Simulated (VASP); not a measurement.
C: single point with LDA

Crystal: C.

```
CELL_PARAMETERS angstrom
2.10669 -1.21630 -0.01044
2.10669 1.21630 -0.01044
-1.38289 0.00000 3.32967
ATOMIC_POSITIONS crystal
C 0.83337 0.83337 0.00011
C 0.16663 0.16663 0.99989
```

- Program: VASP 6.6.1
- Task: single point
- Functional: LDA
- Potentials or basis: VASP PAW LDA potentials, release 64 (C)
- Cutoff: 520 eV
- k mesh: 10 × 10 × 6
- Occupations: gaussian, width 0.01 eV
- Spin: no spin polarisation

| Property | Result |
| --- | --- |
| Pressure | 5.3 GPa |

Stress tensor (GPa, compression positive):
```
 7.92  0.00 -0.05
 0.00  7.93  0.00
-0.05  0.00  0.10
```

Run time: 20 s on 1 thread of Intel(R) Xeon(R) Platinum 8259CL CPU @ 2.50GHz (Skylake/Cascade Lake), with other jobs on the host, peak memory 0.13 GiB.

Caveat: the cell stands under pressure.
